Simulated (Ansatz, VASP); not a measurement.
**One calculation of Ga, two programs**

Contents of INCAR:

```
SYSTEM = Ga
PREC     = Accurate       ! precision mode
ENCUT    = 520            ! plane-wave cutoff, eV
EDIFF    = 1E-6           ! SCF threshold, eV
ISMEAR   = -1             ! smearing method
SIGMA    = 0.05           ! smearing width, eV
LREAL    = .False.        ! projectors in reciprocal space
LASPH    = .True.         ! aspherical terms in the spheres
NELM     = 150            ! most SCF steps
ALGO     = Normal         ! electronic algorithm
ISIF     = 2              ! what is computed and relaxed
LWAVE    = .False.        ! write WAVECAR
LCHARG   = .False.        ! write CHGCAR
LNONCOLLINEAR= .True.         ! non-collinear magnetism
MAGMOM   = 0 0 0          ! initial moments
LORBIT   = 11             ! projections on sites
LSORBIT  = .True.         ! spin-orbit coupling
GGA_COMPAT= .False.      
LORBMOM  = .True.       
GGA      = CA             ! functional
NBANDS   = 24             ! bands
```

KPOINTS

```
Automatic mesh
0
Gamma
  16 16 16
  0 0 0
```

The input POSCAR:

```
Ga
1.0
   -1.4894234511      1.4894234511      1.4894234511
    1.4894234511     -1.4894234511      1.4894234511
    1.4894234511      1.4894234511     -1.4894234511
Ga
1
Direct
    0.0000000000      0.0000000000      0.0000000000
```

Input for Ansatz:

```yaml
crystal:
  lattice:
    - [-1.4894234511, 1.4894234511, 1.4894234511]
    - [1.4894234511, -1.4894234511, 1.4894234511]
    - [1.4894234511, 1.4894234511, -1.4894234511]
  atoms:
    - { symbol: Ga, position: [0.0, 0.0, 0.0] }
kpoints:
  mp_grid: { grid: [16, 16, 16] }
scf:
  occupations: { method: fermi_dirac, width: 0.05 }
  lower_state_search: light
hamiltonian:
  xc: lda
  pseudopotentials: { kind: paw_fr }
output:
  forces: true
  stress: true
  eigenvalues: true
magnetization:
  noncollinear: true
  spin_orbit: true
```

Alike in both runs: task single point; functional LDA; k mesh 16 × 16 × 16; occupations fermi-dirac, width 0.05 eV; non-collinear spin, spin-orbit coupling.

|  | VASP | Ansatz |
| --- | --- | --- |
| version | VASP 6.6.1 | Ansatz 0.2.0 |
| potentials or method | VASP PAW LDA potentials, release 64 (Ga_d) | norm-conserving pseudopotentials, scalar-relativistic |
| plane-wave cutoff (eV) | 520 | 420 |
| valence electrons in the cell | 13 | 13 |

|  | VASP | Ansatz | Ansatz less VASP |
| --- | --- | --- | --- |
| net moment per atom (μB) | 0.00 | 0.00 | 0.000 |

LDA's correlation is that of Perdew and Zunger in VASP and of Perdew and Wang (1992) in Ansatz.
